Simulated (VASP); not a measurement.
Here is a VASP 6.6.1 calculation.

File INCAR:

```
  PREC = Accurate
  ENCUT = 520
  EDIFF = 1E-6
  ISMEAR = 0
  SIGMA = 0.02
  LREAL = False
  LASPH = True
  NELM = 60
  ALGO = Normal
  ISIF = 2
  LWAVE = False
  LCHARG = True
  GGA = PE
  IVDW = 12
  LELF = True
  LVHAR = True
  NBANDS = 26
```

KPOINTS

```
regular mesh
0
Gamma
  9 9 6
```

File POSCAR:

```
ZnS
1.0
    3.7948528151      0.0000000000      0.0000000000
   -1.8974264076      3.2864389415      0.0000000000
    0.0000000000      0.0000000000      6.2349773970
Zn S
2 2
Direct
    0.3333333333      0.6666666667      0.0056210532
    0.6666666667      0.3333333333      0.5056210532
    0.3333333333      0.6666666667      0.3793789468
    0.6666666667      0.3333333333      0.8793789468
```

Potentials or basis: VASP PAW PBE potentials, release 64 (Zn, S).

Launch:

```bash
$ cat potpaw_PBE.64/Zn/POTCAR potpaw_PBE.64/S/POTCAR > POTCAR
$ mpirun -np 1 vasp_std > vasp.out
```

Question: What does it give for the pressure?

Answer: 0.2 GPa.

Question: What does it give for the dispersion energy per atom?

Answer: -0.313 eV.

Question: Predict the band gap on the k mesh.

Answer: 2.25 eV, direct.

Forces in eV/Å, atoms in the order of the input:
```
Zn   0.000  0.000 -0.003
Zn   0.000  0.000 -0.003
S    0.000  0.000  0.003
S    0.000  0.000  0.003
```

A hybrid or GW would open this gap; PBE tends to underestimate it.
